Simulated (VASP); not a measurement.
# HfSiO4 (I4_1/amd) in VASP: a series of runs

HfSiO4 is run at these levels: PBE; tasks: single point.

Program: VASP 6.6.1. These are calculated values, not measurements. Logs are shortened: lines on timing, memory, paths and dates and some standing lists are left out, and cuts for length are marked.

**1. The cell of the first run**

It takes space group I4_1/amd (No. 141, tetragonal). The conventional cell has a = 6.572 Å, b = 6.572 Å, c = 5.844 Å, α = 90.00°, β = 90.00°, γ = 90.00°. Within 2.8 Å of Hf (site symmetry -4m2) lie 8 O at 2.10 to 2.23 Å. Within 2.1 Å of Si (site symmetry -4m2) lie 4 O at 1.62 Å. O (site symmetry m) has 1 Si at 1.62 Å within 2.1 Å.

**2. Single point, PBE (z stretched by -2 %, then relaxed in part)**

File INCAR:

```
SYSTEM = HfSiO4
  PREC = Accurate
  ENCUT = 520
  EDIFF = 1E-7
  ISMEAR = -1
  SIGMA = 0.02
  LREAL = .FALSE.
  LASPH = .TRUE.
  NELM = 100
  ALGO = Normal
  ISIF = 2
  LWAVE = .FALSE.
  LCHARG = .FALSE.
  GGA = PE
  NBANDS = 50
```

File KPOINTS:

```
regular mesh
0
G
  7 7 7
  0 0 0
```

File POSCAR:

```
HfSiO4
1.0
   -3.2862500000      3.2862500000      2.9219680000
    3.2862500000     -3.2862500000      2.9219680000
    3.2862500000      3.2862500000     -2.9219680000
Hf Si O
2 2 8
Direct
    0.7500000000      0.2500000000      0.5000000000
    0.0000000000      0.0000000000      0.0000000000
    0.2500000000      0.7500000000      0.5000000000
    0.5000000000      0.5000000000      0.0000000000
    0.1333070822      0.3191064138      0.8142006684
    0.0691064138      0.7549057454      0.6857993316
    0.5049057454      0.3191064138      0.1857993316
    0.0691064138      0.3833070822      0.3142006684
    0.6166929178      0.9308935862      0.6857993316
    0.6808935862      0.8666929178      0.1857993316
    0.2450942546      0.9308935862      0.3142006684
    0.6808935862      0.4950942546      0.8142006684
```

Potentials or basis: VASP PAW PBE potentials, release 64 (Hf_pv, Si, O).

The run is started by

```
$ cat potpaw_PBE.64/Hf_pv/POTCAR potpaw_PBE.64/Si/POTCAR potpaw_PBE.64/O/POTCAR > POTCAR
$ mpirun -np 1 vasp_std > vasp.out
```

OUTCAR:

```text
SYSTEM = HfSiO4
   PREC = Accurate
   ENCUT = 520
   EDIFF = 1E-7
   ISMEAR = -1
   LREAL = .FALSE.
   LASPH = .TRUE.
   NELM = 100
   ISIF = 2
   GGA = PE

 ion  position               nearest neighbor table
   1  0.750  0.250  0.500-   5 2.10   7 2.10  10 2.10  12 2.10   8 2.23   9 2.23   6 2.23  11 2.23
                             3 2.92   3 2.92   2 3.60   2 3.60   2 3.60   2 3.60
   2  0.000  0.000  0.000-   6 2.10   8 2.10   9 2.10  11 2.10  10 2.23   5 2.23   7 2.23  12 2.23
                             4 2.92   4 2.92   1 3.60   1 3.60   1 3.60   1 3.60
   3  0.250  0.750  0.500-   6 1.62   8 1.62   9 1.62  11 1.62   1 2.92   1 2.92
   4  0.500  0.500  0.000-   5 1.62   7 1.62  10 1.62  12 1.62   2 2.92   2 2.92
   5  0.133  0.319  0.814-   4 1.62   1 2.10   2 2.23
   6  0.069  0.755  0.686-   3 1.62   2 2.10   1 2.23
   7  0.505  0.319  0.186-   4 1.62   1 2.10   2 2.23
   8  0.069  0.383  0.314-   3 1.62   2 2.10   1 2.23
   9  0.617  0.931  0.686-   3 1.62   2 2.10   1 2.23
  10  0.681  0.867  0.186-   4 1.62   1 2.10   2 2.23
  11  0.245  0.931  0.314-   3 1.62   2 2.10   1 2.23
  12  0.681  0.495  0.814-   4 1.62   1 2.10   2 2.23

  LATTYP: Found a body centered tetragonal cell.
 ALAT       =     6.5725000000
 C/A-ratio  =     0.8891496386

  Lattice vectors:

 A1 = (  -3.2862500000,   3.2862500000,   2.9219680000)
 A2 = (   3.2862500000,  -3.2862500000,   2.9219680000)
 A3 = (   3.2862500000,   3.2862500000,  -2.9219680000)

Analysis of symmetry for initial positions (statically):
=====================================================================
 Subroutine PRICEL returns:
 Original cell was already a primitive cell.

 Routine SETGRP: Setting up the symmetry group for a
 body centered tetragonal supercell.

 Subroutine GETGRP returns: Found 16 space group operations
 (whereof  8 operations were pure point group operations)
 out of a pool of 16 trial point group operations.

The static configuration has the point symmetry D_2d.
 The point group associated with its full space group is D_4h.

Analysis of symmetry for dynamics (positions and initial velocities):
=====================================================================
 Subroutine PRICEL returns:
 Original cell was already a primitive cell.

 Routine SETGRP: Setting up the symmetry group for a
 body centered tetragonal supercell.

 Subroutine GETGRP returns: Found 16 space group operations
 (whereof  8 operations were pure point group operations)
 out of a pool of 16 trial point group operations.

The dynamic configuration has the point symmetry D_2d.
 The point group associated with its full space group is D_4h.

 Subroutine INISYM returns: Found 16 space group operations
 (whereof  8 operations are pure point group operations),
 and found     1 'primitive' translations

----------------------------------------------------------------------------------------

                                     Primitive cell

  volume of cell :     126.2225

  direct lattice vectors                    reciprocal lattice vectors
    -3.286250000  3.286250000  2.921968000     0.000000000  0.152149106  0.171117548
     3.286250000 -3.286250000  2.921968000     0.152149106  0.000000000  0.171117548
     3.286250000  3.286250000 -2.921968000     0.152149106  0.152149106  0.000000000

  length of vectors
     5.489697179  5.489697179  5.489697179     0.228977217  0.228977217  0.215171329

  position of ions in fractional coordinates (direct lattice)
     0.750000000  0.250000000  0.500000000
     0.000000000  0.000000000  0.000000000
     0.250000000  0.750000000  0.500000000
     0.500000000  0.500000000  0.000000000
     0.133307082  0.319106414  0.814200668
     0.069106414  0.754905745  0.685799332
     0.504905745  0.319106414  0.185799332
     0.069106414  0.383307082  0.314200668
     0.616692918  0.930893586  0.685799332
     0.680893586  0.866692918  0.185799332
     0.245094255  0.930893586  0.314200668
     0.680893586  0.495094255  0.814200668

  ion indices of the primitive-cell ions
   primitive index   ion index
                 1           1
                 2           2
                 3           3
                 4           4
                 5           5
                 6           6
                 7           7
                 8           8
                 9           9
                10          10
                11          11
                12          12

----------------------------------------------------------------------------------------

 KPOINTS: regular mesh

Automatic generation of k-mesh.
 Grid dimensions read from file:
 generate k-points for:    7    7    7

 Generating k-lattice:

  Cartesian coordinates                     Fractional coordinates (reciprocal lattice)
     0.000000000  0.021735587  0.024445364     0.142857143 -0.000000000  0.000000000
     0.021735587  0.000000000  0.024445364    -0.000000000  0.142857143  0.000000000
[... 73 lines left out ...]
   LRPA    =     F    only Hartree local field effects (RPA)
 non-spin polarized calculation
  energy-cutoff  :      520.00
  volume of cell :      126.22
 maximum number of plane-waves:      3419
 NGX is ok and might be reduce to    42
   NGX = 21   NGY = 21   NGZ = 21

 number of electron      75.9999998 magnetization

 Free energy of the ion-electron system (eV)
  ---------------------------------------------------
  ext. energy  EPLUGINS =         0.00000000
  ---------------------------------------------------
  free energy    TOTEN  =      -108.43657500 eV

  energy without entropy =     -108.43657500  energy(sigma->0) =     -108.43657500

 E-fermi :   3.9425     XC(G=0): -11.1909

 val. band max:        3.4607510163   @ k =   0.0000   0.0000   0.0000
 cond. band min:       8.9770014096   @ k =   0.2857   0.2857   0.1429
 fundamental gap:      5.5162503933
 Fermi energy:         3.9424819556

 k-point     1 :       0.0000    0.0000    0.0000
  band No.  band energies     occupation
      1     -25.7418      2.00000
      2     -25.7418      2.00000
      3     -25.6797      2.00000
      4     -25.6647      2.00000
      5     -25.5409      2.00000
      6     -25.5409      2.00000
[... 42 lines left out ...]
     49      12.9913      0.00000
     50      13.4415      0.00000

 k-point     2 :       0.1429    0.0000    0.0000
  band No.  band energies     occupation
      1     -25.7431      2.00000
      2     -25.7429      2.00000
      3     -25.6726      2.00000
      4     -25.6686      2.00000
      5     -25.5454      2.00000
      6     -25.5397      2.00000
[... 42 lines left out ...]
     49      12.9166      0.00000
     50      13.4687      0.00000

 k-point     3 :       0.2857    0.0000    0.0000
  band No.  band energies     occupation
      1     -25.7460      2.00000
      2     -25.7423      2.00000
      3     -25.6907      2.00000
      4     -25.6435      2.00000
      5     -25.5589      2.00000
      6     -25.5372      2.00000
[... 42 lines left out ...]
     49      12.6885      0.00000
     50      13.3202      0.00000

 k-point     4 :       0.4286    0.0000    0.0000
  band No.  band energies     occupation
      1     -25.7483      2.00000
      2     -25.7351      2.00000
      3     -25.7121      2.00000
      4     -25.6121      2.00000
      5     -25.5806      2.00000
      6     -25.5353      2.00000
[... 999 lines left out ...]
 k-point    23 :      -0.1429    0.2857    0.1429
  band No.  band energies     occupation
      1     -25.7476      2.00000
      2     -25.7291      2.00000
      3     -25.7101      2.00000
      4     -25.6101      2.00000
      5     -25.5841      2.00000
      6     -25.5359      2.00000
[... 42 lines left out ...]
     49      13.0728      0.00000
     50      13.4112      0.00000

 k-point    24 :      -0.4286    0.4286    0.1429
  band No.  band energies     occupation
      1     -25.7518      2.00000
      2     -25.7368      2.00000
      3     -25.6755      2.00000
      4     -25.6311      2.00000
      5     -25.5737      2.00000
      6     -25.5496      2.00000
[... 42 lines left out ...]
     49      13.0690      0.00000
     50      13.3340      0.00000

 [... further k-points ...]

------------------------ aborting loop because EDIFF is reached ----------------------------------------

  FORCE on cell =-STRESS in cart. coord.  units (eV):
  Direction    XX          YY          ZZ          XY          YZ          ZX
  --------------------------------------------------------------------------------------
  -------------------------------------------------------------------------------------
  Total        6.4944114      6.4944114     13.0083350      0.0000000      0.0000000      0.0000000
  in kB       82.4353964     82.4353964    165.1184674      0.0000000      0.0000000      0.0000000
  external PRESSURE =     109.9964200 kB  Pullay stress =       0.0000000 kB

 VOLUME and BASIS-vectors are now :
 -----------------------------------------------------------------------------
  energy-cutoff  :      520.00
  volume of cell :      126.22
      direct lattice vectors                 reciprocal lattice vectors
    -3.286250000  3.286250000  2.921968000     0.000000000  0.152149106  0.171117548
     3.286250000 -3.286250000  2.921968000     0.152149106  0.000000000  0.171117548
     3.286250000  3.286250000 -2.921968000     0.152149106  0.152149106  0.000000000

 POSITION                                       TOTAL-FORCE (eV/Angst)
 -----------------------------------------------------------------------------------
     -0.00000      3.28625      1.46098        -0.000000      0.000000      0.000000
      0.00000      0.00000      0.00000        -0.000000      0.000000      0.000000
      3.28625     -0.00000      1.46098        -0.000000      0.000000      0.000000
      0.00000      0.00000      2.92197        -0.000000      0.000000      0.000000
      3.28625      2.06508     -1.05713        -0.000000     -0.137372     -0.141638
      4.50742     -0.00000      0.40385         0.137372      0.000000     -0.141638
      0.00000      1.22117      1.86484        -0.000000      0.137372     -0.141638
      2.06508      0.00000      0.40385        -0.137372      0.000000     -0.141638
      3.28625      1.22117      2.51811        -0.000000      0.137372      0.141638
      1.22117      0.00000      3.97910         0.137372      0.000000      0.141638
      3.28625     -1.22117      2.51811        -0.000000     -0.137372      0.141638
      2.06508      3.28625      1.05713        -0.137372      0.000000      0.141638
 -----------------------------------------------------------------------------------
    total drift:                                0.000000      0.000000     -0.000000

  FREE ENERGIE OF THE ION-ELECTRON SYSTEM (eV)
  ---------------------------------------------------
  free  energy   TOTEN  =      -108.4365750046 eV

  energy  without entropy=     -108.4365750046  energy(sigma->0) =     -108.43657500
```

Wall time 4.3 min (1 thread of Intel Xeon Platinum 8559C (Emerald Rapids), shared host); peak memory 0.38 GiB.

Results:

```
Free energy            : -108.4366 eV
Pressure               : 11.0 GPa
Largest force          : 0.197 eV/Å
Band gap on the k mesh : 5.52 eV, indirect (least direct gap 5.85 eV)
```

Forces in eV/Å, atoms in the order of the input:
```
Hf   0.000  0.000  0.000
Hf   0.000  0.000  0.000
Si   0.000  0.000  0.000
Si   0.000  0.000  0.000
O    0.000 -0.137 -0.142
O    0.137  0.000 -0.142
O    0.000  0.137 -0.142
O   -0.137  0.000 -0.142
O    0.000  0.137  0.142
O    0.137  0.000  0.142
O    0.000 -0.137  0.142
O   -0.137  0.000  0.142
```

Caveat: the cell differs from its parent crystal (z stretched by -2 %, then relaxed in part); spin-orbit coupling is left out, which moves the levels of the heavy elements.

**3. Single point, PBE (z stretched by -1 %, then relaxed in part)**

File INCAR:

```
SYSTEM = HfSiO4
PREC = Accurate
ENCUT = 520
EDIFF = 1E-6
ISMEAR = -1
SIGMA = 0.02
LREAL = .False.
LASPH = .True.
NELM = 80
ALGO = Normal
ISIF = 2
LWAVE = .False.
LCHARG = .True.
GGA = PE
LELF = .True.
LVHAR = .True.
NBANDS = 50
```

File KPOINTS:

```
regular mesh
0
Gamma
  7 7 7
  0 0 0
```

File POSCAR:

```
HfSiO4
1.0
   -3.2862500000      3.2862500000      2.9517840000
    3.2862500000     -3.2862500000      2.9517840000
    3.2862500000      3.2862500000     -2.9517840000
Hf Si O
2 2 8
Direct
    0.7500000000      0.2500000000      0.5000000000
    0.0000000000      0.0000000000      0.0000000000
    0.2500000000      0.7500000000      0.5000000000
    0.5000000000      0.5000000000      0.0000000000
    0.1336369053      0.3191456396      0.8144912657
    0.0691456396      0.7546543739      0.6855087343
    0.5046543739      0.3191456396      0.1855087343
    0.0691456396      0.3836369053      0.3144912657
    0.6163630947      0.9308543604      0.6855087343
    0.6808543604      0.8663630947      0.1855087343
    0.2453456261      0.9308543604      0.3144912657
    0.6808543604      0.4953456261      0.8144912657
```

Potentials or basis: VASP PAW PBE potentials, release 64 (Hf_pv, Si, O).

The run is started by

```
$ cat potpaw_PBE.64/Hf_pv/POTCAR potpaw_PBE.64/Si/POTCAR potpaw_PBE.64/O/POTCAR > POTCAR
$ mpirun -np 1 vasp_std > vasp.out
```

Run time: 4.2 min. Hardware: 1 thread of Intel Xeon Platinum 8559C (Emerald Rapids), shared host; peak memory 0.37 GiB.

The run converged. Its results:

- Free energy: -108.5469 eV
- Pressure: 8.1 GPa
- Largest force: 0.197 eV/Å
- Band gap on the k mesh: 5.47 eV, indirect (least direct gap 5.83 eV)

Forces in eV/Å, atoms in the order of the input:
```
Hf   0.000  0.000  0.000
Hf   0.000  0.000  0.000
Si   0.000  0.000  0.000
Si   0.000  0.000  0.000
O    0.000 -0.136 -0.142
O    0.136  0.000 -0.142
O    0.000  0.136 -0.142
O   -0.136  0.000 -0.142
O    0.000  0.136  0.142
O    0.136  0.000  0.142
O    0.000 -0.136  0.142
O   -0.136  0.000  0.142
```

Stress tensor (GPa, compression positive):
```
 6.56  0.00  0.00
 0.00  6.56  0.00
 0.00  0.00 11.09
```

Levels at points of the mesh, in eV from the valence-band top:
| k point | band 34 | band 35 | band 36 | band 37 | band 38 | band 39 | band 40 | band 41 | band 42 | band 43 |
| --- | --- | --- | --- | --- | --- | --- | --- | --- | --- | --- |
| (0.00, 0.00, 0.00) | -0.63 | -0.61 | -0.61 | -0.57 | 0.00 | 5.84 | 6.18 | 6.33 | 6.33 | 6.33 |

Caveat: the cell differs from its parent crystal (z stretched by -1 %, then relaxed in part); spin-orbit coupling is left out, which moves the levels of the heavy elements. A k mesh can miss the band edges.

**4. Single point, PBE**

This run uses another cell than the first one, of 10.73 Å³/atom, 1.020 times its volume.

File INCAR:

```
SYSTEM = HfSiO4
PREC = Accurate
ENCUT = 520
EDIFF = 1E-6
ISMEAR = -1
SIGMA = 0.02
LREAL = .False.
LASPH = .True.
NELM = 100
ALGO = Normal
ISIF = 2
LWAVE = .False.
LCHARG = .False.
GGA = PE
NBANDS = 50
```

File KPOINTS:

```
Automatic mesh
0
Gamma
  5 5 5
  0 0 0
```

File POSCAR:

```
HfSiO4
1.0
   -3.2862500000      3.2862500000      2.9816000000
    3.2862500000     -3.2862500000      2.9816000000
    3.2862500000      3.2862500000     -2.9816000000
Hf Si O
2 2 8
Direct
    0.7500000000      0.2500000000      0.5000000000
    0.0000000000      0.0000000000      0.0000000000
    0.2500000000      0.7500000000      0.5000000000
    0.5000000000      0.5000000000      0.0000000000
    0.1340001033      0.3192779115      0.8147221918
    0.0692779115      0.7545557197      0.6852778082
    0.5045557197      0.3192779115      0.1852778082
    0.0692779115      0.3840001033      0.3147221918
    0.6159998967      0.9307220885      0.6852778082
    0.6807220885      0.8659998967      0.1852778082
    0.2454442803      0.9307220885      0.3147221918
    0.6807220885      0.4954442803      0.8147221918
```

The run is started by

```
$ cat potpaw_PBE.64/Hf_pv/POTCAR potpaw_PBE.64/Si/POTCAR potpaw_PBE.64/O/POTCAR > POTCAR
$ mpirun -np 1 vasp_std > vasp.out
```

Wall time 71 s (1 thread of AMD EPYC 9R45 (Zen 5), shared host); peak memory 0.27 GiB.

Results (log left out):

```
Free energy            : -108.6148 eV
Pressure               : 5.3 GPa
Largest force          : 0.196 eV/Å
Band gap on the k mesh : 5.43 eV, indirect (least direct gap 5.81 eV)
```

Forces on the atoms (eV/Å):
```
Hf   0.000  0.000  0.000
Hf   0.000  0.000  0.000
Si   0.000  0.000  0.000
Si   0.000  0.000  0.000
O    0.000 -0.137 -0.140
O    0.137  0.000 -0.140
O    0.000  0.137 -0.140
O   -0.137  0.000 -0.140
O    0.000  0.137  0.140
O    0.137  0.000  0.140
O    0.000 -0.137  0.140
O   -0.137  0.000  0.140
```

Stress tensor (GPa, compression positive):
```
4.94 0.00 0.00
0.00 4.94 0.00
0.00 0.00 6.00
```

Levels at points of the mesh, in eV from the valence-band top:
| k point | band 34 | band 35 | band 36 | band 37 | band 38 | band 39 | band 40 | band 41 | band 42 | band 43 |
| --- | --- | --- | --- | --- | --- | --- | --- | --- | --- | --- |
| (0.00, 0.00, 0.00) | -0.67 | -0.59 | -0.59 | -0.56 | 0.00 | 5.82 | 6.11 | 6.21 | 6.25 | 6.25 |

Caveat: spin-orbit coupling is left out, which moves the levels of the heavy elements. A hybrid or GW would open this gap; PBE tends to underestimate it.

**5. Overview**

| cell | k mesh | gap on the mesh (eV) | pressure (GPa) | largest force (eV/Å) |
| --- | --- | --- | --- | --- |
| a = 5.490 Å, angles 106.5, 106.5, 115.7°, 12 atoms | 7 × 7 × 7 | 5.52 | 11.0 | 0.20 |
| a = 5.506 Å, angles 106.7, 106.7, 115.2°, 12 atoms | 7 × 7 × 7 | 5.47 | 8.1 | 0.20 |
| a = 5.522 Å, angles 107.0, 107.0, 114.6°, 12 atoms | 5 × 5 × 5 | 5.43 | 5.3 | 0.20 |

Alike in all rows: task single point; level PBE; potentials or basis VASP PAW PBE potentials, release 64 (Hf_pv, Si, O); no spin polarisation; cutoff (eV) 520; smearing fermi-dirac 0.02 eV.

Caveats: spin-orbit coupling is left out, which moves the levels of the heavy elements.

Absolute energies hang on the potentials; compare differences alone.
